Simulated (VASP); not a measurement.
# SnO (Fm-3m) in VASP: a series of runs

Aim: see how the results for SnO move with the level of theory and the settings. Levels: PBE, LDA. Tasks: single point.

Program: VASP 6.6.1. These are calculated values, not measurements. Logs are shortened: lines on timing, memory, paths and dates and some standing lists are left out, and cuts for length are marked.

### Step 1. The cell of the first run

The structure is cubic, space group Fm-3m (No. 225). Conventional cell: a = 5.074 Å, b = 5.074 Å, c = 5.074 Å, α = 90.00°, β = 90.00°, γ = 90.00°. Within 3.3 Å of Sn (site symmetry m-3m) lie 6 O at 2.54 Å. Within 3.3 Å of O (site symmetry m-3m) lie 6 Sn at 2.54 Å.

### Step 2. Single point, PBE

Input file INCAR:

```
ALGO = Normal ; EDIFF = 1E-6
ENCUT = 600 ; GGA = PE
GGA_COMPAT = F ; ISIF = 2
ISMEAR = 1 ; LASPH = T
LCHARG = T ; LELF = T
LREAL = F ; LVHAR = T
LWAVE = F ; NBANDS = 17
NELM = 120 ; PREC = Accurate
SIGMA = 0.05
```

Input file KPOINTS:

```
k-points
0
Gamma
  6 6 6
```

Input file POSCAR:

```
SnO
1.0
    0.0000000000      2.5369732561      2.5369732561
    2.5369732561      0.0000000000      2.5369732561
    2.5369732561      2.5369732561      0.0000000000
Sn O
1 1
Direct
    0.0000000000      0.0000000000      0.0000000000
    0.5000000000      0.5000000000      0.5000000000
```

Potentials or basis: VASP PAW PBE potentials, release 64 (Sn_d, O).

On the command line:

```console
> cat potpaw_PBE.64/Sn_d/POTCAR potpaw_PBE.64/O/POTCAR > POTCAR
> mpirun -np 1 vasp_std > vasp.out
```

OUTCAR:

```text
EDIFF = 1E-6
   ENCUT = 600
   GGA = PE
   ISIF = 2
   ISMEAR = 1
   LASPH = T
   LREAL = F
   NELM = 120
   PREC = Accurate

 ion  position               nearest neighbor table
   1  0.000  0.000  0.000-   2 2.54   2 2.54   2 2.54   2 2.54   2 2.54   2 2.54
   2  0.500  0.500  0.500-   1 2.54   1 2.54   1 2.54   1 2.54   1 2.54   1 2.54

  LATTYP: Found a face centered cubic cell.
 ALAT       =     5.0739465122

  Lattice vectors:

 A1 = (   0.0000000000,   2.5369732561,   2.5369732561)
 A2 = (   2.5369732561,   0.0000000000,   2.5369732561)
 A3 = (   2.5369732561,   2.5369732561,   0.0000000000)

Analysis of symmetry for initial positions (statically):
=====================================================================
 Subroutine PRICEL returns:
 Original cell was already a primitive cell.

 Routine SETGRP: Setting up the symmetry group for a
 face centered cubic supercell.

 Subroutine GETGRP returns: Found 48 space group operations
 (whereof 48 operations were pure point group operations)
 out of a pool of 48 trial point group operations.

The static configuration has the point symmetry O_h .

Analysis of symmetry for dynamics (positions and initial velocities):
=====================================================================
 Subroutine PRICEL returns:
 Original cell was already a primitive cell.

 Routine SETGRP: Setting up the symmetry group for a
 face centered cubic supercell.

 Subroutine GETGRP returns: Found 48 space group operations
 (whereof 48 operations were pure point group operations)
 out of a pool of 48 trial point group operations.

The dynamic configuration has the point symmetry O_h .

 Subroutine INISYM returns: Found 48 space group operations
 (whereof 48 operations are pure point group operations),
 and found     1 'primitive' translations

----------------------------------------------------------------------------------------

                                     Primitive cell

  volume of cell :      32.6571

  direct lattice vectors                    reciprocal lattice vectors
     0.000000000  2.536973256  2.536973256    -0.197085247  0.197085247  0.197085247
     2.536973256  0.000000000  2.536973256     0.197085247 -0.197085247  0.197085247
     2.536973256  2.536973256  0.000000000     0.197085247  0.197085247 -0.197085247

  length of vectors
     3.587821986  3.587821986  3.587821986     0.341361661  0.341361661  0.341361661

  position of ions in fractional coordinates (direct lattice)
     0.000000000  0.000000000  0.000000000
     0.500000000  0.500000000  0.500000000

  ion indices of the primitive-cell ions
   primitive index   ion index
                 1           1
                 2           2

----------------------------------------------------------------------------------------

 KPOINTS: k-points

Automatic generation of k-mesh.
 Grid dimensions read from file:
 generate k-points for:    6    6    6

 Generating k-lattice:

  Cartesian coordinates                     Fractional coordinates (reciprocal lattice)
    -0.032847541  0.032847541  0.032847541     0.166666667  0.000000000  0.000000000
     0.032847541 -0.032847541  0.032847541     0.000000000  0.166666667  0.000000000
     0.032847541  0.032847541 -0.032847541     0.000000000  0.000000000  0.166666667

  Length of vectors
     0.056893610  0.056893610  0.056893610

  Shift w.r.t. Gamma in fractional coordinates (k-lattice)
     0.000000000  0.000000000  0.000000000

 Subroutine IBZKPT returns following result:
 ===========================================

 Found     16 irreducible k-points:

 Following reciprocal coordinates:
            Coordinates               Weight
  0.000000  0.000000  0.000000      1.000000
  0.166667  0.000000  0.000000      8.000000
  0.333333  0.000000  0.000000      8.000000
  0.500000  0.000000  0.000000      4.000000
  0.166667  0.166667  0.000000      6.000000
  0.333333  0.166667  0.000000     24.000000
[... 8 lines left out ...]
 -0.333333  0.333333  0.166667     24.000000
 -0.333333  0.500000  0.166667     12.000000
   k-points           NKPTS =     16   k-points in BZ     NKDIM =     16   number of bands    NBANDS=     17
   number of dos      NEDOS =    301   number of ions     NIONS =      2
   total plane-waves  NPLWV =  27000
   dimension x,y,z NGX =    30 NGY =   30 NGZ =   30
   dimension x,y,z NGXF=    60 NGYF=   60 NGZF=   60
   ions per type =               1   1
   NGX,Y,Z   is equivalent  to a cutoff of  13.90, 13.90, 13.90 a.u.
   NGXF,Y,Z  is equivalent  to a cutoff of  27.80, 27.80, 27.80 a.u.
 SYSTEM =  unknown system
   PREC   = accura    normal or accurate (medium, high low for compatibility)
   ISTART =      0    job   : 0-new  1-cont  2-samecut
   ICHARG =      2    charge: 1-file 2-atom 10-const
   ISPIN  =      1    spin polarized calculation?
   LNONCOLLINEAR =      F non collinear calculations
   LSORBIT =      F    spin-orbit coupling
   LASPH  =      T    aspherical Exc in radial PAW
   ENCUT  =  600.0 eV  44.10 Ry    6.64 a.u.   7.17  7.17  7.17*2*pi/ulx,y,z
   NELM   =    120;   NELMIN=  2; NELMDL= -5     # of ELM steps
   EDIFF  = 0.1E-05   stopping-criterion for ELM
   LREAL  =      F    real-space projection
   EDIFFG = 0.1E-04   stopping-criterion for IOM
   NSW    =      0    number of steps for IOM
   IBRION =     -1    ionic relax: 0-MD 1-quasi-New 2-CG
   NFREE  =      0    steps in history (QN), initial steepest desc. (CG)
   ISIF   =      2    stress and relaxation
   ISYM   =      2    0-nonsym 1-usesym 2-fastsym
   POTIM  = 0.5000    time-step for ionic-motion
   TEBEG  =    0.0;   TEEND  =   0.0 temperature during run
   PSTRESS=    0.0 pullay stress
   NELECT =      20.0000    total number of electrons
   NUPDOWN=      -1.0000    fix difference up-down
   EMIN   =  10.00;   EMAX   =-10.00  energy-range for DOS
   EFERMI =   0.00;   METHOD = LEGACY
   ISMEAR =     1;   SIGMA  =   0.05  broadening in eV -4-tet -1-fermi 0-gaus
   EFERMI_NEDOS =   21; number of points for ismear=-14 and -15
   IALGO  =     38    algorithm
   IMIX   =      4    mixing-type and parameters
     AMIX     =   0.40;   BMIX     =  1.00
     AMIX_MAG =   1.60;   BMIX_MAG =  1.00
  volume/ion in A,a.u.               =      16.33       110.19
  Fermi-wavevector in a.u.,A,eV,Ry     =   1.390248  2.627188 26.297197  1.932789
  Thomas-Fermi vector in A             =   2.514201
   LORBIT       =      0    0 simple, 1 ext, 2 COOP (PROOUT), +10 PAW based schemes
   GGA     = PE    functional components
   LHFCALC =     F    Hartree Fock is set to
   AEXX    =    0.0000 exact exchange contribution
   IVDW    =     0    specifies the selected vdW correction
   LEPSILON=     F    determine dielectric tensor
   LRPA    =     F    only Hartree local field effects (RPA)
 non-spin polarized calculation
 Methfessel and Paxton  Order N= 1 SIGMA  =   0.05
  energy-cutoff  :      600.00
  volume of cell :       32.66
 maximum number of plane-waves:      1113
 NGX is ok and might be reduce to    30
   NGX = 15   NGY = 15   NGZ = 15

 number of electron      20.0000001 magnetization

 Free energy of the ion-electron system (eV)
  ---------------------------------------------------
  ext. energy  EPLUGINS =         0.00000000
  ---------------------------------------------------
  free energy    TOTEN  =       -10.47550898 eV

  energy without entropy =      -10.47583109  energy(sigma->0) =      -10.47561635

 E-fermi :   7.6188     XC(G=0): -10.8418

 val. band max:        7.5767110408   @ k =  -0.3333   0.1667   0.0000
 cond. band min:       8.6275959059   @ k =   0.5000   0.0000   0.0000
 fundamental gap:      1.0508848652
 Fermi energy:         7.6188051516

 k-point     1 :       0.0000    0.0000    0.0000
  band No.  band energies     occupation
      1     -13.6892      2.00000
      2     -13.6892      2.00000
      3     -13.6892      2.00000
      4     -13.6214      2.00000
      5     -13.6214      2.00000
      6     -10.8346      2.00000
[... 9 lines left out ...]
     16      17.9318      0.00000
     17      18.1885      0.00000

 k-point     2 :       0.1667    0.0000    0.0000
  band No.  band energies     occupation
      1     -13.6880      2.00000
      2     -13.6790      2.00000
      3     -13.6790      2.00000
      4     -13.6236      2.00000
      5     -13.6236      2.00000
      6     -10.6872      2.00000
[... 9 lines left out ...]
     16      18.8940      0.00000
     17      21.8987      0.00000

 k-point     3 :       0.3333    0.0000    0.0000
  band No.  band energies     occupation
      1     -13.6866      2.00000
      2     -13.6777      2.00000
      3     -13.6777      2.00000
      4     -13.6088      2.00000
      5     -13.6088      2.00000
      6     -10.3695      2.00000
[... 9 lines left out ...]
     16      20.6085      0.00000
     17      23.1312      0.00000

 k-point     4 :       0.5000    0.0000    0.0000
  band No.  band energies     occupation
      1     -13.6864      2.00000
      2     -13.6837      2.00000
      3     -13.6837      2.00000
      4     -13.5945      2.00000
      5     -13.5945      2.00000
      6     -10.1975      2.00000
[... 9 lines left out ...]
     16      21.9125      0.00000
     17      22.2824      0.00000
[... 183 lines left out ...]
      1     -13.7496      2.00000
      2     -13.6932      2.00000
      3     -13.6476      2.00000
      4     -13.6177      2.00000
      5     -13.6025      2.00000
      6     -10.0302      2.00000
[... 9 lines left out ...]
     16      23.6539      0.00000
     17      23.7250      0.00000

 k-point    15 :      -0.3333    0.3333    0.1667
  band No.  band energies     occupation
      1     -13.7700      2.00000
      2     -13.6708      2.00000
      3     -13.6547      2.00000
      4     -13.6242      2.00000
      5     -13.5985      2.00000
      6      -9.8804      2.00000
[... 9 lines left out ...]
     16      24.3414      0.00000
     17      24.7014      0.00000

 k-point    16 :      -0.3333    0.5000    0.1667
  band No.  band energies     occupation
      1     -13.8250      2.00000
      2     -13.7002      2.00000
      3     -13.6285      2.00000
      4     -13.6036      2.00000
      5     -13.5909      2.00000
      6      -9.7583      2.00000
[... 9 lines left out ...]
     16      23.0734      0.00000
     17      25.7491      0.00000

------------------------ aborting loop because EDIFF is reached ----------------------------------------

  FORCE on cell =-STRESS in cart. coord.  units (eV):
  Direction    XX          YY          ZZ          XY          YZ          ZX
  --------------------------------------------------------------------------------------
  -------------------------------------------------------------------------------------
  Total        0.4844282      0.4844282      0.4844282      0.0000000     -0.0000000      0.0000000
  in kB       23.7663429     23.7663429     23.7663429      0.0000000     -0.0000000      0.0000000
  external PRESSURE =      23.7663429 kB  Pullay stress =       0.0000000 kB

 VOLUME and BASIS-vectors are now :
 -----------------------------------------------------------------------------
  energy-cutoff  :      600.00
  volume of cell :       32.66
      direct lattice vectors                 reciprocal lattice vectors
     0.000000000  2.536973256  2.536973256    -0.197085247  0.197085247  0.197085247
     2.536973256  0.000000000  2.536973256     0.197085247 -0.197085247  0.197085247
     2.536973256  2.536973256  0.000000000     0.197085247  0.197085247 -0.197085247

 POSITION                                       TOTAL-FORCE (eV/Angst)
 -----------------------------------------------------------------------------------
      0.00000      0.00000      0.00000        -0.000000      0.000000      0.000000
      2.53697      2.53697      2.53697         0.000000     -0.000000     -0.000000
 -----------------------------------------------------------------------------------
    total drift:                                0.000000      0.000000      0.000000

  FREE ENERGIE OF THE ION-ELECTRON SYSTEM (eV)
  ---------------------------------------------------
  free  energy   TOTEN  =       -10.4755089821 eV

  energy  without entropy=      -10.4758310880  energy(sigma->0) =      -10.47561635
```

Wall time 24 s (1 thread of AMD EPYC 7R13, shared host); peak memory 0.14 GiB.

Results:

```
Free energy            : -10.4755 eV
Pressure               : 2.4 GPa
Band gap on the k mesh : 1.05 eV, indirect (least direct gap 1.16 eV)
```

Caveat: spin-orbit coupling is left out, which moves the levels of the heavy elements.

### Step 3. Single point, PBE

Input file INCAR:

```
SYSTEM = SnO
ALGO = Normal
EDIFF = 1E-6
ENCUT = 600
GGA = PE
GGA_COMPAT = .False.
ISIF = 2
ISMEAR = 1
LASPH = .True.
LCHARG = .True.
LELF = .True.
LREAL = .False.
LVHAR = .True.
LWAVE = .False.
NBANDS = 17
NELM = 120
PREC = Accurate
SIGMA = 0.05
```

Input file KPOINTS:

```
k-points
0
Gamma
  6 6 6
  0 0 0
```

POSCAR is that of step 2.

Potentials or basis: VASP PAW PBE potentials, release 64 (Sn_d, O).

On the command line:

```console
> cat potpaw_PBE.64/Sn_d/POTCAR potpaw_PBE.64/O/POTCAR > POTCAR
> mpirun -np 1 vasp_std > vasp.out
```

Wall time 30 s (1 thread of AMD EPYC 7R13, shared host); peak memory 0.14 GiB.

It converged, with:

| Item | Value |
| --- | --- |
| Free energy | -10.4755 eV |
| Pressure | 2.4 GPa |
| Band gap on the k mesh | 1.05 eV, indirect (least direct gap 1.16 eV) |

Levels at points of the mesh, in eV from the valence-band top:
```csv
k point,band 7,band 8,band 9,band 10,band 11,band 12,band 13,band 14
"(0.00, 0.00, 0.00)",-6.43,-3.02,-3.02,-3.02,8.02,8.02,8.02,10.36
"(0.50, 0.00, 0.00)",-8.17,-2.82,-2.82,-0.53,1.05,4.61,4.61,9.87
"(0.50, 0.50, 0.00)",-6.20,-4.38,-4.12,-4.12,3.83,5.41,6.13,6.13
```

Caveat: spin-orbit coupling is left out, which moves the levels of the heavy elements. A k mesh can miss the band edges.

### Step 4. Single point, PBE

Input file INCAR:

```
SYSTEM = SnO
  ALGO = Normal
  EDIFF = 1E-6
  ENCUT = 600
  GGA = PE
  GGA_COMPAT = .False.
  ISIF = 2
  ISMEAR = 0
  LASPH = .True.
  LCHARG = .False.
  LREAL = .False.
  LWAVE = .False.
  NBANDS = 17
  NELM = 120
  PREC = Accurate
  SIGMA = 0.01
```

KPOINTS is that of step 3.

POSCAR is that of step 3.

On the command line:

```console
> cat potpaw_PBE.64/Sn_d/POTCAR potpaw_PBE.64/O/POTCAR > POTCAR
> mpirun -np 1 vasp_std > vasp.out
```

Wall time 29 s (1 thread of AMD EPYC 7R13, shared host); peak memory 0.14 GiB.

Results (log left out):

| Property | Result |
| --- | --- |
| Free energy | -10.4758 eV |
| Pressure | 2.4 GPa |
| Band gap on the k mesh | 1.05 eV, indirect (least direct gap 1.16 eV) |

Levels at points of the mesh, in eV from the valence-band top:
```tsv
k point	band 8	band 9	band 10	band 11	band 12	band 13
(0.00, 0.00, 0.00)	-3.02	-3.02	-3.02	8.02	8.02	8.02
(0.50, 0.00, 0.00)	-2.82	-2.82	-0.53	1.05	4.61	4.61
(0.50, 0.50, 0.00)	-4.38	-4.12	-4.12	3.83	5.41	6.13
```

Caveat: spin-orbit coupling is left out, which moves the levels of the heavy elements. A k mesh can miss the band edges.

### Step 5. Single point, LDA

Input file INCAR:

```
ALGO = Normal
EDIFF = 1E-6
ENCUT = 600
GGA_COMPAT = F
ISIF = 2
ISMEAR = 0
LASPH = T
LCHARG = F
LREAL = F
LWAVE = F
NBANDS = 17
NELM = 120
PREC = Accurate
SIGMA = 0.01
```

Input file KPOINTS:

```
k-points
0
Gamma
  6 6 6
```

POSCAR is that of step 4.

Potentials or basis: VASP PAW LDA potentials, release 64 (Sn_d, O).

On the command line:

```console
> cat potpaw_LDA.64/Sn_d/POTCAR potpaw_LDA.64/O/POTCAR > POTCAR
> mpirun -np 1 vasp_std > vasp.out
```

It took 27 s on 1 thread of AMD EPYC 7R13, shared host; peak memory 0.12 GiB.

The run converged. Its results:

```
Free energy            : -11.9246 eV
Pressure               : -4.9 GPa
Band gap on the k mesh : 1.03 eV, indirect (least direct gap 1.11 eV)
```

Levels at points of the mesh, in eV from the valence-band top:
```
           k point  band 8  band 9  band 10  band 11  band 12  band 13
(0.00, 0.00, 0.00)   -3.01   -3.01    -3.01     7.90     7.90     7.90
(0.50, 0.00, 0.00)   -2.80   -2.80    -0.54     1.03     4.50     4.50
(0.50, 0.50, 0.00)   -4.46   -4.13    -4.13     3.81     5.40     6.05
```

Caveat: spin-orbit coupling is left out, which moves the levels of the heavy elements. Expect the measured gap to be larger: semilocal functionals such as LDA lack the derivative discontinuity.

### Step 6. Summary

```tsv
level	potentials or basis	smearing	gap on the mesh (eV)	pressure (GPa)
PBE	VASP PAW PBE potentials, release 64 (Sn_d, O)	methfessel-paxton 0.05 eV	1.05	2.4
PBE	VASP PAW PBE potentials, release 64 (Sn_d, O)	gaussian 0.01 eV	1.05	2.4
LDA	VASP PAW LDA potentials, release 64 (Sn_d, O)	gaussian 0.01 eV	1.03	-4.9
```

Alike in all rows: task single point; no spin polarisation; cell as given; k mesh 6 × 6 × 6; cutoff (eV) 600.

Caveats: spin-orbit coupling is left out, which moves the levels of the heavy elements.

Total energies depend on the potentials used, so only differences within one code and one set of settings carry meaning.
